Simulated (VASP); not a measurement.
Here is a VASP 6.6.1 calculation.

Contents of POSCAR:

```
Ni
1.0
    2.3467484823      0.0000000000      0.0000000000
   -1.1733742412      2.0323438020      0.0000000000
    0.0000000000      0.0000000000      7.6972135221
Ni
4
Direct
    1.0000000000      0.0000000000      0.0000000000
    1.0000000000      0.0000000000      0.5000000000
    0.3333333333      0.6666666667      0.2500000000
    0.6666666667      0.3333333333      0.7500000000
```

The input INCAR.step1:

```
SYSTEM = Ni
PREC = Accurate ; ENCUT = 520
ISMEAR = -1 ; SIGMA = 0.1
LREAL = .FALSE. ; LASPH = .TRUE.
NELM = 100 ; NBANDS = 28
GGA = PE ; ALGO = Normal
EDIFF = 1E-4 ; LWAVE = .TRUE.
LCHARG = .FALSE.
```

INCAR.step2

```
SYSTEM = Ni
PREC = Accurate ; ENCUT = 520
EDIFF = 1E-6 ; ISMEAR = -1
SIGMA = 0.1 ; LREAL = .FALSE.
LASPH = .TRUE. ; NELM = 100
ALGO = Normal ; ISIF = 2
LWAVE = .FALSE. ; LCHARG = .FALSE.
METAGGA = R2SCAN ; LMIXTAU = .TRUE.
NBANDS = 28 ; ISTART = 1
```

File KPOINTS:

```
regular mesh
0
G
  17 17 5
  0 0 0
```

Potentials or basis: VASP PAW PBE potentials, release 64 (Ni).

Command:

```bash
$ cat potpaw_PBE.64/Ni/POTCAR > POTCAR
$ cp INCAR.step1 INCAR
$ mpirun -np 1 vasp_std > vasp.out
$ cp INCAR.step2 INCAR
$ mpirun -np 1 vasp_std > vasp.out
```

(1) Estimate the band gap on the k mesh.

(2) Estimate the pressure.

Answers

(1) zero (bands 20 and 21 overlap by 0.79 eV).

(2) 39.9 GPa.

Caveat: the cell stands under pressure; the PAW data sets were made with another functional, which shifts forces and pressure a little; the run has no spin polarisation, though such a crystal can be magnetic.
